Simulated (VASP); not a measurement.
# BaNaBr3 in VASP: notebook

Aim: see how the results for BaNaBr3 move with the level of theory and the settings. Levels: HSE06, PBE, r2SCAN. Tasks: single point.

Everything below comes from runs of VASP 6.6.1. Logs are shortened: lines on timing, memory, paths and dates and some standing lists are left out, and cuts for length are marked.

**1. The cell of the first run**

Symmetry: P4/mmm, No. 123, tetragonal system. The conventional cell has a = 6.386 Å, b = 6.386 Å, c = 6.238 Å, α = 90.00°, β = 90.00°, γ = 90.00°. Na (site symmetry 4/mmm) has 12 Br at 4.46 to 4.52 Å and 8 Ba at 5.49 Å within 5.9 Å. Ba (site symmetry 4/mmm) has 6 Br at 3.12 to 3.19 Å within 4.1 Å. Br (site symmetry 4/mmm) has 2 Ba at 3.12 Å within 4.1 Å. Br (site symmetry mmm) has 2 Ba at 3.19 Å within 4.2 Å.

**2. Single point, HSE06 (epitaxial xy strain +2.0%)**

Contents of POSCAR:

```
BaNaBr3
1.0
    6.3857832207      0.0000000000      0.0000000000
    0.0000000000      6.3857832207      0.0000000000
    0.0000000000      0.0000000000      6.2383428512
Na Ba Br
1 1 3
Direct
    0.0000000000      0.0000000000      0.0000000000
    0.5000000000      0.5000000000      0.5000000000
    0.5000000000      0.5000000000      0.0000000000
    0.5000000000      0.0000000000      0.5000000000
    0.0000000000      0.5000000000      0.5000000000
```

Contents of INCAR.step1:

```
  PREC = Accurate
  ENCUT = 520
  EDIFF = 1E-5
  ISMEAR = 0
  SIGMA = 0.01
  LREAL = False
  LASPH = True
  NELM = 60
  ALGO = Normal
  ISIF = 2
  LWAVE = True
  LCHARG = False
  GGA = PE
  NBANDS = 27
```

Contents of INCAR.step2:

```
  PREC = Accurate
  ENCUT = 520
  EDIFF = 1E-6
  ISMEAR = 0
  SIGMA = 0.01
  LREAL = False
  LASPH = True
  NELM = 60
  ALGO = Normal
  ISIF = 2
  LWAVE = False
  LCHARG = False
  GGA = PE
  LHFCALC = True
  HFSCREEN = 0.2079
  PRECFOCK = Fast
  ISTART = 1
  NBANDS = 27
```

Contents of KPOINTS:

```
regular mesh
0
Gamma
  2 2 2
```

Potentials or basis: VASP PAW PBE potentials, release 64 (Na_pv, Ba_sv, Br).

Run with:

```console
$ cat potpaw_PBE.64/Na_pv/POTCAR potpaw_PBE.64/Ba_sv/POTCAR potpaw_PBE.64/Br/POTCAR > POTCAR
$ cp INCAR.step1 INCAR
$ mpirun -np 1 vasp_std > vasp.out
$ cp INCAR.step2 INCAR
$ mpirun -np 1 vasp_std > vasp.out
```

OUTCAR:

```text
PREC = Accurate
   ENCUT = 520
   EDIFF = 1E-6
   ISMEAR = 0
   LREAL = False
   LASPH = True
   NELM = 60
   ISIF = 2
   GGA = PE
   LHFCALC = True
   HFSCREEN = 0.2079
   PRECFOCK = Fast
   ISTART = 1

 ion  position               nearest neighbor table
   1  0.000  0.000  0.000-
   2  0.500  0.500  0.500-   3 3.12   3 3.12   5 3.19   4 3.19   4 3.19   5 3.19
   3  0.500  0.500  0.000-   2 3.12   2 3.12
   4  0.500  0.000  0.500-   2 3.19   2 3.19
   5  0.000  0.500  0.500-   2 3.19   2 3.19

  LATTYP: Found a simple tetragonal cell.
 ALAT       =     6.3857832207
 C/A-ratio  =     0.9769111534

  Lattice vectors:

 A1 = (   6.3857832207,   0.0000000000,   0.0000000000)
 A2 = (   0.0000000000,   6.3857832207,   0.0000000000)
 A3 = (   0.0000000000,   0.0000000000,   6.2383428512)

Analysis of symmetry for initial positions (statically):
=====================================================================
 Subroutine PRICEL returns:
 Original cell was already a primitive cell.

 Routine SETGRP: Setting up the symmetry group for a
 simple tetragonal supercell.

 Subroutine GETGRP returns: Found 16 space group operations
 (whereof 16 operations were pure point group operations)
 out of a pool of 16 trial point group operations.

The static configuration has the point symmetry D_4h.

Analysis of symmetry for dynamics (positions and initial velocities):
=====================================================================
 Subroutine PRICEL returns:
 Original cell was already a primitive cell.

 Routine SETGRP: Setting up the symmetry group for a
 simple tetragonal supercell.

 Subroutine GETGRP returns: Found 16 space group operations
 (whereof 16 operations were pure point group operations)
 out of a pool of 16 trial point group operations.

The dynamic configuration has the point symmetry D_4h.

 Subroutine INISYM returns: Found 16 space group operations
 (whereof 16 operations are pure point group operations),
 and found     1 'primitive' translations

----------------------------------------------------------------------------------------

                                     Primitive cell

  volume of cell :     254.3886

  direct lattice vectors                    reciprocal lattice vectors
     6.385783221  0.000000000  0.000000000     0.156597862  0.000000000  0.000000000
     0.000000000  6.385783221  0.000000000     0.000000000  0.156597862  0.000000000
     0.000000000  0.000000000  6.238342851     0.000000000  0.000000000  0.160298981

  length of vectors
     6.385783221  6.385783221  6.238342851     0.156597862  0.156597862  0.160298981

  position of ions in fractional coordinates (direct lattice)
     0.000000000  0.000000000  0.000000000
     0.500000000  0.500000000  0.500000000
     0.500000000  0.500000000  0.000000000
     0.500000000  0.000000000  0.500000000
     0.000000000  0.500000000  0.500000000

  ion indices of the primitive-cell ions
   primitive index   ion index
                 1           1
                 2           2
                 3           3
                 4           4
                 5           5

----------------------------------------------------------------------------------------

 KPOINTS: regular mesh

Automatic generation of k-mesh.
 Grid dimensions read from file:
 generate k-points for:    2    2    2

 Generating k-lattice:

  Cartesian coordinates                     Fractional coordinates (reciprocal lattice)
     0.078298931  0.000000000  0.000000000     0.500000000  0.000000000  0.000000000
     0.000000000  0.078298931  0.000000000     0.000000000  0.500000000  0.000000000
     0.000000000  0.000000000  0.080149490     0.000000000  0.000000000  0.500000000

  Length of vectors
     0.078298931  0.078298931  0.080149490

  Shift w.r.t. Gamma in fractional coordinates (k-lattice)
     0.000000000  0.000000000  0.000000000

 Subroutine IBZKPT returns following result:
 ===========================================

 Found      6 irreducible k-points:

 Following reciprocal coordinates:
            Coordinates               Weight
  0.000000  0.000000  0.000000      1.000000
  0.500000  0.000000  0.000000      2.000000
  0.500000  0.500000  0.000000      1.000000
  0.000000  0.000000  0.500000      1.000000
  0.500000  0.000000  0.500000      2.000000
  0.500000  0.500000  0.500000      1.000000
   k-points           NKPTS =      6   k-points in BZ     NKDIM =      8   number of bands    NBANDS=     27
   number of dos      NEDOS =    301   number of ions     NIONS =      5
   total plane-waves  NPLWV = 110592
   dimension x,y,z NGX =    48 NGY =   48 NGZ =   48
   dimension x,y,z NGXF=    96 NGYF=   96 NGZF=   96
   ions per type =               1   1   3
   NGX,Y,Z   is equivalent  to a cutoff of  12.50, 12.50, 12.79 a.u.
   NGXF,Y,Z  is equivalent  to a cutoff of  24.99, 24.99, 25.58 a.u.
 SYSTEM =  unknown system
   PREC   = accura    normal or accurate (medium, high low for compatibility)
   ISTART =      1    job   : 0-new  1-cont  2-samecut
   ICHARG =      0    charge: 1-file 2-atom 10-const
   ISPIN  =      1    spin polarized calculation?
   LNONCOLLINEAR =      F non collinear calculations
   LSORBIT =      F    spin-orbit coupling
   LASPH  =      T    aspherical Exc in radial PAW
   ENCUT  =  520.0 eV  38.22 Ry    6.18 a.u.  11.87 11.87 11.60*2*pi/ulx,y,z
   NELM   =     60;   NELMIN=  2; NELMDL=  0     # of ELM steps
   EDIFF  = 0.1E-05   stopping-criterion for ELM
   LREAL  =      F    real-space projection
   EDIFFG = 0.1E-04   stopping-criterion for IOM
   NSW    =      0    number of steps for IOM
   IBRION =     -1    ionic relax: 0-MD 1-quasi-New 2-CG
   NFREE  =      0    steps in history (QN), initial steepest desc. (CG)
   ISIF   =      2    stress and relaxation
   ISYM   =      3    0-nonsym 1-usesym 2-fastsym
   POTIM  = 0.5000    time-step for ionic-motion
   TEBEG  =    0.0;   TEEND  =   0.0 temperature during run
   PSTRESS=    0.0 pullay stress
   NELECT =      38.0000    total number of electrons
   NUPDOWN=      -1.0000    fix difference up-down
   EMIN   =  10.00;   EMAX   =-10.00  energy-range for DOS
   EFERMI =   0.00;   METHOD = LEGACY
   ISMEAR =     0;   SIGMA  =   0.01  broadening in eV -4-tet -1-fermi 0-gaus
   EFERMI_NEDOS =   21; number of points for ismear=-14 and -15
   IALGO  =     38    algorithm
   IMIX   =      1    mixing-type and parameters
     AMIX     =   0.40;   BMIX     =  1.00
     AMIX_MAG =   1.60;   BMIX_MAG =  1.00
  volume/ion in A,a.u.               =      50.88       343.34
  Fermi-wavevector in a.u.,A,eV,Ry     =   0.868634  1.641480 10.265937  0.754525
  Thomas-Fermi vector in A             =   1.987341
   LORBIT       =      0    0 simple, 1 ext, 2 COOP (PROOUT), +10 PAW based schemes
   GGA     = PE    functional components
   LHFCALC =     T    Hartree Fock is set to
   PRECFOCK=fast      Normal, Fast or Accurate (Low or Medium for compatibility)
   ENCUT4O =  -1.0   cutoff for four orbital integrals eV
   NKREDX  =     1    reduce k-point grid by
   NKREDY  =     1    reduce k-point grid by
   NKREDZ  =     1    reduce k-point grid by
   AEXX    =    0.2500 exact exchange contribution
   HFSCREEN=    0.2079 screening length (either q_TF or 0.3 A-1)
   HFSCREENC=   0.2079 screening length for correlation (either q_TF or 0.3 A-1)
   ENCUTFOCK=  -1.0 apply spherical cutoff to Coloumb kernel
   IVDW    =     0    specifies the selected vdW correction
   LEPSILON=     F    determine dielectric tensor
   LRPA    =     F    only Hartree local field effects (RPA)
 non-spin polarized calculation
 Gauss-broadening in eV      SIGMA  =   0.01
  energy-cutoff  :      520.00
  volume of cell :      254.39
 maximum number of plane-waves:      6864
 NGX is ok and might be reduce to    48
  NGX = 28; NGY = 28; NGZ = 28

 number of electron      37.9999994 magnetization

 Free energy of the ion-electron system (eV)
  ---------------------------------------------------
  ext. energy  EPLUGINS =         0.00000000
  ---------------------------------------------------
  free energy    TOTEN  =       -19.07219220 eV

  energy without entropy =      -19.07219220  energy(sigma->0) =      -19.07219220

 E-fermi :  -2.9105     XC(G=0):  -5.1756

 val. band max:       -2.9761188707   @ k =   0.5000   0.5000   0.5000
 cond. band min:       0.9602043355   @ k =   0.0000   0.0000   0.0000
 fundamental gap:      3.9363232062
 Fermi energy:        -2.9105232711

 k-point     1 :       0.0000    0.0000    0.0000
  band No.  band energies     occupation
      1     -30.0936      2.00000
      2     -29.8119      2.00000
      3     -29.8119      2.00000
      4     -29.8116      2.00000
      5     -16.4731      2.00000
      6     -16.3806      2.00000
[... 19 lines left out ...]
     26       5.0308      0.00000
     27       5.2606      0.00000

 k-point     2 :       0.5000    0.0000    0.0000
  band No.  band energies     occupation
      1     -30.0927      2.00000
      2     -29.8119      2.00000
      3     -29.8119      2.00000
      4     -29.8116      2.00000
      5     -16.6292      2.00000
      6     -16.4611      2.00000
[... 19 lines left out ...]
     26       5.4173      0.00000
     27       5.5719      0.00000

 k-point     3 :       0.5000    0.5000    0.0000
  band No.  band energies     occupation
      1     -30.0919      2.00000
      2     -29.8119      2.00000
      3     -29.8119      2.00000
      4     -29.8116      2.00000
      5     -16.6280      2.00000
      6     -16.6280      2.00000
[... 19 lines left out ...]
     26       4.7527      0.00000
     27       5.2449      0.00000

 k-point     4 :       0.0000    0.0000    0.5000
  band No.  band energies     occupation
      1     -30.0923      2.00000
      2     -29.8119      2.00000
      3     -29.8119      2.00000
      4     -29.8117      2.00000
      5     -16.7773      2.00000
      6     -16.3993      2.00000
[... 19 lines left out ...]
     26       5.2945      0.00000
     27       5.5369      0.00000

 k-point     5 :       0.5000    0.0000    0.5000
  band No.  band energies     occupation
      1     -30.0914      2.00000
      2     -29.8119      2.00000
      3     -29.8119      2.00000
      4     -29.8117      2.00000
      5     -16.7761      2.00000
      6     -16.6276      2.00000
[... 19 lines left out ...]
     26       4.5567      0.00000
     27       5.3445      0.00000

 k-point     6 :       0.5000    0.5000    0.5000
  band No.  band energies     occupation
      1     -30.0906      2.00000
      2     -29.8119      2.00000
      3     -29.8119      2.00000
      4     -29.8117      2.00000
      5     -16.7749      2.00000
      6     -16.6264      2.00000
[... 19 lines left out ...]
     26       5.0518      0.00000
     27       5.4102      0.00000

------------------------ aborting loop because EDIFF is reached ----------------------------------------

  FORCE on cell =-STRESS in cart. coord.  units (eV):
  Direction    XX          YY          ZZ          XY          YZ          ZX
  --------------------------------------------------------------------------------------
  -------------------------------------------------------------------------------------
  Total       -0.5555536     -0.5555536      0.7329307      0.0000000      0.0000000      0.0000000
  in kB       -3.4989602     -3.4989602      4.6161074      0.0000000      0.0000000      0.0000000
  external PRESSURE =      -0.7939377 kB  Pullay stress =       0.0000000 kB

 VOLUME and BASIS-vectors are now :
 -----------------------------------------------------------------------------
  energy-cutoff  :      520.00
  volume of cell :      254.39
      direct lattice vectors                 reciprocal lattice vectors
     6.385783221  0.000000000  0.000000000     0.156597862  0.000000000  0.000000000
     0.000000000  6.385783221  0.000000000     0.000000000  0.156597862  0.000000000
     0.000000000  0.000000000  6.238342851     0.000000000  0.000000000  0.160298981

 POSITION                                       TOTAL-FORCE (eV/Angst)
 -----------------------------------------------------------------------------------
      0.00000      0.00000      0.00000         0.000000      0.000000      0.000000
      3.19289      3.19289      3.11917         0.000000      0.000000      0.000000
      3.19289      3.19289      0.00000         0.000000      0.000000      0.000000
      3.19289      0.00000      3.11917         0.000000      0.000000      0.000000
      0.00000      3.19289      3.11917         0.000000      0.000000      0.000000
 -----------------------------------------------------------------------------------
    total drift:                               -0.000002      0.000002     -0.000004

  FREE ENERGIE OF THE ION-ELECTRON SYSTEM (eV)
  ---------------------------------------------------
  free  energy   TOTEN  =       -19.0721922031 eV

  energy  without entropy=      -19.0721922031  energy(sigma->0) =      -19.07219220
```

It took 6.1 min on 1 thread of Intel Xeon Platinum 8375C at 2.90GHz (Ice Lake), shared host; peak memory 0.46 GiB.

What came out:

```yaml
Free_energy: -19.0722 eV
Pressure: -0.1 GPa
Band_gap_on_the_k_mesh: 3.94 eV, indirect (least direct gap 4.10 eV)
```

Caveat: the k points lie up to 0.50 Å⁻¹ apart; the cell differs from its parent crystal (epitaxial xy strain +2.0%); the PAW data sets were made with another functional, which shifts forces and pressure a little; spin-orbit coupling is left out, which moves the levels of the heavy elements.

(Continued in part 2 of 2.)
